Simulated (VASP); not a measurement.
# Na (P6_3/mmc) in VASP: a series of runs

Runs on Na. Level: PBE. Tasks: single point, relaxation of shape and atoms at fixed volume.

Program: VASP 6.6.1. These are calculated values, not measurements. Logs are shortened: lines on timing, memory, paths and dates and some standing lists are left out, and cuts for length are marked.

## 1. The cell of the first run

Symmetry: P6_3/mmc, No. 194, hexagonal system. The conventional cell has a = 3.775 Å, b = 3.775 Å, c = 12.007 Å, α = 90.00°, β = 90.00°, γ = 120.00°. Na (site symmetry -3m) has 12 Na at 3.71 to 3.77 Å within 4.9 Å. Na (site symmetry -6m2) has 12 Na at 3.71 to 3.77 Å within 4.9 Å.

This isn't the form of Na at room conditions, which is bcc.

## 2. Single point, PBE

The input, INCAR:

```
SYSTEM = Na
ALGO = Normal
EDIFF = 1E-7
ENCUT = 520
GGA = PE
ISIF = 2
ISMEAR = -1
LASPH = .True.
LCHARG = .False.
LREAL = .False.
LWAVE = .False.
NBANDS = 22
NELM = 60
PREC = Accurate
SIGMA = 0.1
```

The input, KPOINTS:

```
k-points
0
Gamma
  8 8 5
  0 0 0
```

The input, POSCAR:

```
Na
1.0
    3.7745942718      0.0000000000      0.0000000000
   -1.8872971359      3.2688945284      0.0000000000
    0.0000000000      0.0000000000     12.0074978156
Na
4
Direct
    0.0000000000      0.0000000000      0.0000000000
    0.0000000000      0.0000000000      0.5000000000
    0.3333333333      0.6666666667      0.2500000000
    0.6666666667      0.3333333333      0.7500000000
```

Potentials or basis: VASP PAW PBE potentials, release 64 (Na_pv).

Command:

```
cat potpaw_PBE.64/Na_pv/POTCAR > POTCAR
mpirun -np 1 vasp_std > vasp.out
```

OUTCAR:

```text
SYSTEM = Na
   EDIFF = 1E-7
   ENCUT = 520
   GGA = PE
   ISIF = 2
   ISMEAR = -1
   LASPH = .True.
   LREAL = .False.
   NELM = 60
   PREC = Accurate

 ion  position               nearest neighbor table
   1  0.000  0.000  0.000-
   2  0.000  0.000  0.500-
   3  0.333  0.667  0.250-
   4  0.667  0.333  0.750-

  LATTYP: Found a hexagonal cell.
 ALAT       =     3.7745942718
 C/A-ratio  =     3.1811360244

  Lattice vectors:

 A1 = (   3.7745942718,   0.0000000000,   0.0000000000)
 A2 = (  -1.8872971359,   3.2688945284,   0.0000000000)
 A3 = (   0.0000000000,   0.0000000000,  12.0074978156)

Analysis of symmetry for initial positions (statically):
=====================================================================
 Subroutine PRICEL returns:
 Original cell was already a primitive cell.

 Routine SETGRP: Setting up the symmetry group for a
 hexagonal supercell.

 Subroutine GETGRP returns: Found 24 space group operations
 (whereof 12 operations were pure point group operations)
 out of a pool of 24 trial point group operations.

The static configuration has the point symmetry D_3d.
 The point group associated with its full space group is D_6h.

Analysis of symmetry for dynamics (positions and initial velocities):
=====================================================================
 Subroutine PRICEL returns:
 Original cell was already a primitive cell.

 Routine SETGRP: Setting up the symmetry group for a
 hexagonal supercell.

 Subroutine GETGRP returns: Found 24 space group operations
 (whereof 12 operations were pure point group operations)
 out of a pool of 24 trial point group operations.

The dynamic configuration has the point symmetry D_3d.
 The point group associated with its full space group is D_6h.

 Subroutine INISYM returns: Found 24 space group operations
 (whereof 12 operations are pure point group operations),
 and found     1 'primitive' translations

----------------------------------------------------------------------------------------

                                     Primitive cell

  volume of cell :     148.1575

  direct lattice vectors                    reciprocal lattice vectors
     3.774594272  0.000000000  0.000000000     0.264929136  0.152956908  0.000000000
    -1.887297136  3.268894528  0.000000000     0.000000000  0.305913816  0.000000000
     0.000000000  0.000000000 12.007497816     0.000000000  0.000000000  0.083281298

  length of vectors
     3.774594272  3.774594272 12.007497816     0.305913816  0.305913816  0.083281298

  position of ions in fractional coordinates (direct lattice)
     0.000000000  0.000000000  0.000000000
     0.000000000  0.000000000  0.500000000
     0.333333333  0.666666667  0.250000000
     0.666666667  0.333333333  0.750000000

  ion indices of the primitive-cell ions
   primitive index   ion index
                 1           1
                 2           2
                 3           3
                 4           4

----------------------------------------------------------------------------------------

 KPOINTS: k-points

Automatic generation of k-mesh.
 Grid dimensions read from file:
 generate k-points for:    8    8    5

 Generating k-lattice:

  Cartesian coordinates                     Fractional coordinates (reciprocal lattice)
     0.033116142  0.019119614  0.000000000     0.125000000  0.000000000  0.000000000
     0.000000000  0.038239227  0.000000000     0.000000000  0.125000000  0.000000000
     0.000000000  0.000000000  0.016656260     0.000000000  0.000000000  0.200000000

  Length of vectors
     0.038239227  0.038239227  0.016656260

  Shift w.r.t. Gamma in fractional coordinates (k-lattice)
     0.000000000  0.000000000  0.000000000

 Subroutine IBZKPT returns following result:
 ===========================================

 Found     30 irreducible k-points:

 Following reciprocal coordinates:
            Coordinates               Weight
  0.000000  0.000000  0.000000      1.000000
  0.125000  0.000000  0.000000      6.000000
  0.250000  0.000000  0.000000      6.000000
  0.375000  0.000000  0.000000      6.000000
  0.500000  0.000000  0.000000      3.000000
  0.125000  0.125000  0.000000      6.000000
[... 16 lines left out ...]
  0.250000  0.000000  0.400000     12.000000
  0.375000  0.000000  0.400000     12.000000
 [... further k-points ...]
   k-points           NKPTS =     30   k-points in BZ     NKDIM =     30   number of bands    NBANDS=     22
   number of dos      NEDOS =    301   number of ions     NIONS =      4
   total plane-waves  NPLWV =  70560
   dimension x,y,z NGX =    28 NGY =   28 NGZ =   90
   dimension x,y,z NGXF=    56 NGYF=   56 NGZF=  180
   ions per type =               4
   NGX,Y,Z   is equivalent  to a cutoff of  12.33, 12.33, 12.46 a.u.
   NGXF,Y,Z  is equivalent  to a cutoff of  24.66, 24.66, 24.92 a.u.
 SYSTEM =  Na
   PREC   = accura    normal or accurate (medium, high low for compatibility)
   ISTART =      0    job   : 0-new  1-cont  2-samecut
   ICHARG =      2    charge: 1-file 2-atom 10-const
   ISPIN  =      1    spin polarized calculation?
   LNONCOLLINEAR =      F non collinear calculations
   LSORBIT =      F    spin-orbit coupling
   LASPH  =      T    aspherical Exc in radial PAW
   ENCUT  =  520.0 eV  38.22 Ry    6.18 a.u.   7.02  7.02 22.33*2*pi/ulx,y,z
   NELM   =     60;   NELMIN=  2; NELMDL= -5     # of ELM steps
   EDIFF  = 0.1E-06   stopping-criterion for ELM
   LREAL  =      F    real-space projection
   EDIFFG = 0.1E-05   stopping-criterion for IOM
   NSW    =      0    number of steps for IOM
   IBRION =     -1    ionic relax: 0-MD 1-quasi-New 2-CG
   NFREE  =      0    steps in history (QN), initial steepest desc. (CG)
   ISIF   =      2    stress and relaxation
   ISYM   =      2    0-nonsym 1-usesym 2-fastsym
   POTIM  = 0.5000    time-step for ionic-motion
   TEBEG  =    0.0;   TEEND  =   0.0 temperature during run
   PSTRESS=    0.0 pullay stress
   NELECT =      28.0000    total number of electrons
   NUPDOWN=      -1.0000    fix difference up-down
   EMIN   =  10.00;   EMAX   =-10.00  energy-range for DOS
   EFERMI =   0.00;   METHOD = LEGACY
   ISMEAR =    -1;   SIGMA  =   0.10  broadening in eV -4-tet -1-fermi 0-gaus
   EFERMI_NEDOS =   21; number of points for ismear=-14 and -15
   IALGO  =     38    algorithm
   IMIX   =      4    mixing-type and parameters
     AMIX     =   0.40;   BMIX     =  1.00
     AMIX_MAG =   1.60;   BMIX_MAG =  1.00
  volume/ion in A,a.u.               =      37.04       249.95
  Fermi-wavevector in a.u.,A,eV,Ry     =   0.939477  1.775355 12.008741  0.882618
  Thomas-Fermi vector in A             =   2.066793
   LORBIT       =      0    0 simple, 1 ext, 2 COOP (PROOUT), +10 PAW based schemes
   GGA     = PE    functional components
   LHFCALC =     F    Hartree Fock is set to
   AEXX    =    0.0000 exact exchange contribution
   IVDW    =     0    specifies the selected vdW correction
   LEPSILON=     F    determine dielectric tensor
   LRPA    =     F    only Hartree local field effects (RPA)
 non-spin polarized calculation
  energy-cutoff  :      520.00
  volume of cell :      148.16
 maximum number of plane-waves:      4011
 NGX is ok and might be reduce to    28
   NGX = 13   NGY = 13   NGZ = 45

 number of electron      27.9999970 magnetization

 Free energy of the ion-electron system (eV)
  ---------------------------------------------------
  ext. energy  EPLUGINS =         0.00000000
  ---------------------------------------------------
  free energy    TOTEN  =        -5.27659502 eV

  energy without entropy =       -5.21880565  energy(sigma->0) =       -5.24770033

 E-fermi :   0.3046     XC(G=0):  -6.5038

 val. band max:        0.2931428578   @ k =   0.3750   0.1250   0.4000
 cond. band min:       0.3638904444   @ k =   0.2500   0.2500   0.2000
 fundamental gap:      0.0707475866
 Fermi energy:         0.3045598672

 k-point     1 :       0.0000    0.0000    0.0000
  band No.  band energies     occupation
      1     -24.6038      2.00000
      2     -24.5854      2.00000
      3     -24.5848      2.00000
      4     -24.5711      2.00000
      5     -24.5711      2.00000
      6     -24.5683      2.00000
[... 14 lines left out ...]
     21      10.1396      0.00000
     22      10.3108      0.00000

 k-point     2 :       0.1250    0.0000    0.0000
  band No.  band energies     occupation
      1     -24.6020      2.00000
      2     -24.5861      2.00000
      3     -24.5855      2.00000
      4     -24.5745      2.00000
      5     -24.5722      2.00000
      6     -24.5709      2.00000
[... 14 lines left out ...]
     21       8.3614      0.00000
     22       8.4209      0.00000

 k-point     3 :       0.2500    0.0000    0.0000
  band No.  band energies     occupation
      1     -24.5975      2.00000
      2     -24.5896      2.00000
      3     -24.5893      2.00000
      4     -24.5823      2.00000
      5     -24.5788      2.00000
      6     -24.5750      2.00000
[... 14 lines left out ...]
     21       6.9688      0.00000
     22       7.0114      0.00000

 k-point     4 :       0.3750    0.0000    0.0000
  band No.  band energies     occupation
      1     -24.5969      2.00000
      2     -24.5965      2.00000
      3     -24.5897      2.00000
      4     -24.5893      2.00000
      5     -24.5878      2.00000
      6     -24.5780      2.00000
[... 14 lines left out ...]
     21       6.0973      0.00000
     22       6.4650      0.00000

 k-point     5 :       0.5000    0.0000    0.0000
  band No.  band energies     occupation
      1     -24.5998      2.00000
      2     -24.5995      2.00000
      3     -24.5926      2.00000
      4     -24.5916      2.00000
      5     -24.5839      2.00000
      6     -24.5820      2.00000
[... 417 lines left out ...]
 k-point    22 :       0.1250    0.0000    0.4000
  band No.  band energies     occupation
      1     -24.5989      2.00000
      2     -24.5953      2.00000
      3     -24.5763      2.00000
      4     -24.5736      2.00000
      5     -24.5733      2.00000
      6     -24.5720      2.00000
[... 14 lines left out ...]
     21       8.7114      0.00000
     22       9.0689      0.00000

 k-point    23 :       0.2500    0.0000    0.4000
  band No.  band energies     occupation
      1     -24.5960      2.00000
      2     -24.5943      2.00000
      3     -24.5844      2.00000
      4     -24.5820      2.00000
      5     -24.5798      2.00000
      6     -24.5777      2.00000
[... 14 lines left out ...]
     21       6.6344      0.00000
     22       7.1478      0.00000

 k-point    24 :       0.3750    0.0000    0.4000
  band No.  band energies     occupation
      1     -24.5965      2.00000
      2     -24.5949      2.00000
      3     -24.5933      2.00000
      4     -24.5909      2.00000
      5     -24.5829      2.00000
      6     -24.5802      2.00000
[... 14 lines left out ...]
     21       5.0011      0.00000
     22       5.8347      0.00000

 [... further k-points ...]

------------------------ aborting loop because EDIFF is reached ----------------------------------------

  FORCE on cell =-STRESS in cart. coord.  units (eV):
  Direction    XX          YY          ZZ          XY          YZ          ZX
  --------------------------------------------------------------------------------------
  -------------------------------------------------------------------------------------
  Total        0.0010172      0.0010172      0.0309946      0.0000000     -0.0000000      0.0000000
  in kB        0.0110005      0.0110005      0.3351764      0.0000000     -0.0000000      0.0000000
  external PRESSURE =       0.1190591 kB  Pullay stress =       0.0000000 kB

 VOLUME and BASIS-vectors are now :
 -----------------------------------------------------------------------------
  energy-cutoff  :      520.00
  volume of cell :      148.16
      direct lattice vectors                 reciprocal lattice vectors
     3.774594272  0.000000000  0.000000000     0.264929136  0.152956908  0.000000000
    -1.887297136  3.268894528  0.000000000     0.000000000  0.305913816  0.000000000
     0.000000000  0.000000000 12.007497816     0.000000000  0.000000000  0.083281298

 POSITION                                       TOTAL-FORCE (eV/Angst)
 -----------------------------------------------------------------------------------
      0.00000      0.00000      0.00000         0.000000      0.000000      0.000000
      0.00000      0.00000      6.00375         0.000000      0.000000      0.000000
     -0.00000      2.17926      3.00187         0.000000      0.000000     -0.000000
      1.88730      1.08963      9.00562        -0.000000     -0.000000     -0.000000
 -----------------------------------------------------------------------------------
    total drift:                                0.000000     -0.000000      0.000000

  FREE ENERGIE OF THE ION-ELECTRON SYSTEM (eV)
  ---------------------------------------------------
  free  energy   TOTEN  =        -5.2765950183 eV

  energy  without entropy=       -5.2188056474  energy(sigma->0) =       -5.24770033
```

Run time: 1.9 min. Hardware: 1 thread of Intel Xeon 8259CL, shared host; peak memory 0.27 GiB.

Results:

```
Free energy            : -5.2766 eV
Pressure               : 0.0 GPa
Band gap on the k mesh : zero (bands 14 and 15 overlap by 3.24 eV)
```

## 3. Relaxation of shape and atoms at fixed volume, PBE

This run uses another cell than the first one, of 15.93 Å³/atom.

The input, INCAR:

```
ALGO = Normal
EDIFF = 1E-6
EDIFFG = -0.005
ENCUT = 600
GGA = PE
IBRION = 2
ISIF = 4
ISMEAR = -1
LASPH = True
LCHARG = False
LREAL = False
LWAVE = False
NELM = 80
NSW = 50
PREC = Accurate
SIGMA = 0.1
```

The input, KPOINTS:

```
k-points
0
Gamma
  8 8 5
```

The input, POSCAR:

```
Na
1.0
    2.8490042364      0.0000000000      0.0000000000
   -1.4245021182      2.4673100442      0.0000000000
    0.0000000000      0.0000000000      9.0630700102
Na
4
Direct
    0.0000000000      0.0000000000      0.0000000000
    0.0000000000      0.0000000000      0.5000000000
    0.3333333333      0.6666666667      0.2500000000
    0.6666666667      0.3333333333      0.7500000000
```

Potentials or basis: VASP PAW PBE potentials, release 64 (Na_pv).

Command:

```
cat potpaw_PBE.64/Na_pv/POTCAR > POTCAR
mpirun -np 1 vasp_std > vasp.out
```

It took 80 s on 1 thread of Intel Xeon 8259CL, shared host; peak memory 0.2 GiB.

Results (log left out):

```
Free energy               : -1.0436 eV
Energy gained by relaxing : 0.0 meV/atom
Ionic steps               : 3
Pressure after relaxing   : 31.9 GPa
Band gap on the k mesh    : zero (bands 14 and 15 overlap by 5.11 eV)
```

Final structure:
```
Na
1.0
     2.85198    0.00000    0.00000
    -1.42599    2.46989    0.00000
     0.00000    0.00000    9.04417
Na
4
Direct
  0.00000 0.00000 0.00000
  0.00000 0.00000 0.50000
  0.33333 0.66667 0.25000
  0.66667 0.33333 0.75000
```

Levels at points of the mesh, in eV from the Fermi level:
| k point | band 11 | band 12 | band 13 | band 14 | band 15 | band 16 | band 17 | band 18 |
| --- | --- | --- | --- | --- | --- | --- | --- | --- |
| (0.00, 0.00, 0.00) | -25.05 | -25.04 | -5.58 | -3.62 | -3.62 | 1.08 | 2.10 | 9.28 |
| (0.50, 0.00, 0.00) | -25.11 | -25.09 | 0.25 | 0.53 | 1.60 | 2.10 | 2.27 | 2.55 |
